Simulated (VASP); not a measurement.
Runs of VASP 6.6.1 on AlN. The structure is that of space group P6_3/mmc (No. 194), or close to it. The cells are those of the table. 

```tsv
cell	gap on the mesh (eV)	pressure (GPa)
a = 3.356, b = 3.356, c = 4.243 Å, angles 90.0, 90.0, 120.0°, 4 atoms	2.90	-14.4
a = 3.267, b = 3.267, c = 4.131 Å, angles 90.0, 90.0, 120.0°, 4 atoms	3.49	1.2
a = 3.312, b = 3.312, c = 4.188 Å, angles 90.0, 90.0, 120.0°, 4 atoms	3.19	-7.4
a = 3.334, b = 3.334, c = 4.215 Å, angles 90.0, 90.0, 120.0°, 4 atoms	3.04	(a)
a = 3.290, b = 3.290, c = 4.159 Å, angles 90.0, 90.0, 120.0°, 4 atoms	(b)	(c)
```

Alike in all rows: task single point; level PBEsol+D3(BJ); potentials or basis VASP PAW PBE potentials, release 64 (Al, N); no spin polarisation; k mesh 6 × 6 × 4; cutoff (eV) 520; smearing fermi-dirac 0.02 eV.

Task: Estimate the missing entries.

Result: (a) -11.1; (b) 3.34; (c) -3.3.

Caveats: the PAW data sets were made with another functional, which shifts forces and pressure a little.

A k mesh can miss the band edges.
